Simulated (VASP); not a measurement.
Runs of VASP 6.6.1 on CdS. The structure is that of space group F-43m (No. 216), or close to it. The cells are those of the table. 

| level | cell | cutoff (eV) | gap on the mesh (eV) | pressure (GPa) |
| --- | --- | --- | --- | --- |
| r2SCAN | a = 4.072 Å, angles 60.0°, 2 atoms | 550 | (a) | 4.7 |
| r2SCAN | a = 4.238 Å, angles 60.0°, 2 atoms | 550 | 1.40 | (b) |
| r2SCAN | a = 4.198 Å, angles 60.0°, 2 atoms | 550 | 1.47 | -1.4 |
| r2SCAN | a = 4.157 Å, angles 60.0°, 2 atoms | 550 | 1.54 | (c) |
| PBE | a = 4.105 Å, angles 60.0°, 2 atoms | 500 | 1.18 | 4.2 |

Alike in all rows: task single point; potentials or basis VASP PAW PBE potentials, release 64 (Cd, S); no spin polarisation; k mesh 6 × 6 × 6; smearing gaussian 0.01 eV.

Question: Fill in the values left out.

Answer: (a) 1.68; (b) -2.9; (c) 0.3.

Caveats: the PAW data sets were made with another functional, which shifts forces and pressure a little (at least some runs); the cell stands under pressure (at least some runs).

A k mesh can miss the band edges, and the runs leave out spin-orbit coupling on Cd.
